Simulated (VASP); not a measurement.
Set up this calculation in VASP 6.6.1, as the native input.

```
Task                    : single point
Functional              : PBE
Potentials or basis     : VASP PAW PBE potentials, release 64 (Si, O)
Cutoff                  : 520 eV
k mesh                  : 7 × 7 × 7
Occupations             : fermi-dirac, width 0.03 eV
Spin                    : no spin polarisation
Dipole correction       : no
k mesh for the DOS      : 11 × 11 × 11
Occupations for the DOS : tetrahedron
Further INCAR settings  : ALGO = Normal; EDIFF = 1e-06; NBANDS = 25
```

The system is SiO2.

```
CELL_PARAMETERS angstrom
-2.37405 2.37405 3.74400
2.37405 -2.37405 3.74400
2.37405 2.37405 -3.74400
ATOMIC_POSITIONS crystal
Si 0.00000 0.00000 0.00000
Si 0.75000 0.25000 0.50000
O 0.99838 0.62500 0.87338
O 0.37500 0.24838 0.37338
O 0.75162 0.12500 0.12662
O 0.87500 0.00162 0.62662
```

One way to write it, as run:

POSCAR

```
SiO2
1.0
   -2.3740500000      2.3740500000      3.7440000000
    2.3740500000     -2.3740500000      3.7440000000
    2.3740500000      2.3740500000     -3.7440000000
Si O
2 4
Direct
    0.0000000000      0.0000000000      0.0000000000
    0.7500000000      0.2500000000      0.5000000000
    0.9983800000      0.6250000000      0.8733800000
    0.3750000000      0.2483800000      0.3733800000
    0.7516200000      0.1250000000      0.1266200000
    0.8750000000      0.0016200000      0.6266200000
```

INCAR.step1

```
SYSTEM = SiO2
PREC = Accurate
ENCUT = 520
EDIFF = 1E-6
ISMEAR = -1
SIGMA = 0.03
LREAL = .False.
LASPH = .True.
NELM = 60
ALGO = Normal
ISIF = 2
LWAVE = .False.
LCHARG = .True.
GGA = PE
NBANDS = 25
```

KPOINTS.step1

```
Automatic mesh
0
Gamma
  7 7 7
  0 0 0
```

INCAR.step2

```
SYSTEM = SiO2
PREC = Accurate
ENCUT = 520
EDIFF = 1E-6
ISMEAR = -5
SIGMA = 0.03
LREAL = .False.
LASPH = .True.
NELM = 60
ALGO = Normal
ISIF = 2
LWAVE = .False.
LCHARG = .False.
GGA = PE
LORBIT = 11
NBANDS = 25
NEDOS = 2001
ICHARG = 11
```

KPOINTS.step2

```
Automatic mesh
0
Gamma
  11 11 11
  0 0 0
```

Potentials or basis: VASP PAW PBE potentials, release 64 (Si, O).

The run is started by

```bash
$ cat potpaw_PBE.64/Si/POTCAR potpaw_PBE.64/O/POTCAR > POTCAR
$ cp INCAR.step1 INCAR
$ cp KPOINTS.step1 KPOINTS
$ mpirun -np 1 vasp_std > vasp.out
$ cp INCAR.step2 INCAR
$ cp KPOINTS.step2 KPOINTS
$ mpirun -np 1 vasp_std > vasp.out
```

It gave:

```json
{"Valence electrons inside the program's atomic spheres": "Si 1.65; O 5.24"}
```

It took 6.6 min on 1 thread of Intel Xeon 8259CL, with other jobs on the host, peak memory 0.37 GiB.
